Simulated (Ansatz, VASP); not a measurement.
# One calculation of Fe, two programs

The input INCAR:

```
PREC     = Accurate       # precision mode
ENCUT    = 600            # plane-wave cutoff, eV
EDIFF    = 1E-7           # SCF threshold, eV
ISMEAR   = 0              # smearing method
SIGMA    = 0.1            # smearing width, eV
LREAL    = F              # projectors in reciprocal space
LASPH    = T              # aspherical terms in the spheres
NELM     = 150            # most SCF steps
ALGO     = Normal         # electronic algorithm
ISIF     = 3              # what is computed and relaxed
LWAVE    = F              # write WAVECAR
LCHARG   = F              # write CHGCAR
ISPIN    = 2              # spin polarisation
MAGMOM   = 2.37           # initial moments
LORBIT   = 11             # projections on sites
LMAXMIX  = 4              # l up to which the mixer works
GGA      = PS             # functional
IBRION   = 2              # ionic algorithm
NSW      = 100            # ionic steps
EDIFFG   = -0.005         # ionic threshold
```

File KPOINTS:

```
regular mesh
0
Gamma
  20 20 20
```

Contents of POSCAR:

```
Fe
1.0
   -1.3945703947      1.3945703947      1.3945703947
    1.3945703947     -1.3945703947      1.3945703947
    1.3945703947      1.3945703947     -1.3945703947
Fe
1
Direct
    0.0000000000      0.0000000000      0.0000000000
```

Input for Ansatz:

```yaml
crystal:
  lattice:
    - [-1.3945704072, 1.3945704072, 1.3945704072]
    - [1.3945704072, -1.3945704072, 1.3945704072]
    - [1.3945704072, 1.3945704072, -1.3945704072]
  atoms:
    - { symbol: Fe, position: [0.0, 0.0, 0.0], spin: 2.37 }
basis:
  ecutwfc: 420
kpoints:
  mp_grid: { grid: [20, 20, 20] }
hamiltonian:
  xc: pbesol
scf:
  occupations: { method: gaussian, width: 0.1 }
output:
  forces: true
  stress: true
  eigenvalues: true
  populations: true
magnetization:
  spin_polarized: true
relax:
  adjacent_minimum: "off"
  f_tol: 0.005
  max_steps: 80
  cell: { stress_tol: 0.05 }
```

Alike in both runs: task relaxation of cell and atoms; functional PBEsol; k mesh 20 × 20 × 20; occupations gaussian, width 0.1 eV; collinear spin.

```csv
,VASP,Ansatz
version,VASP 6.6.1,Ansatz 0.2.0
potentials or method,"VASP PAW PBE potentials, release 64 (Fe), cutoff 600 eV","scalar-relativistic, plane waves, PAW"
valence electrons in the cell,8,16
```

```csv
,VASP,Ansatz,Ansatz less VASP
"gap on the k mesh at the Fermi level, each at its own relaxed structure (eV)",none,none,-
net moment per atom (μB),2.09,2.08,-0.009
size of the moment on the site where the two differ most (μB),2.07,2.11,+0.035
relaxed volume (Å³/atom),10.80,10.81,+0.009
relaxed cell length with the largest relative difference (Å),2.412,2.413,+0.0007
```

VASP's potentials were made for PBE, not for PBEsol. Site moments also hang on the region over which each program counts them. A gap of «none» marks a metal or a gap that the smearing closes. VASP's potentials hold 8 valence electrons a cell and Ansatz's 16, so a difference there can come from the potentials and not from the codes.
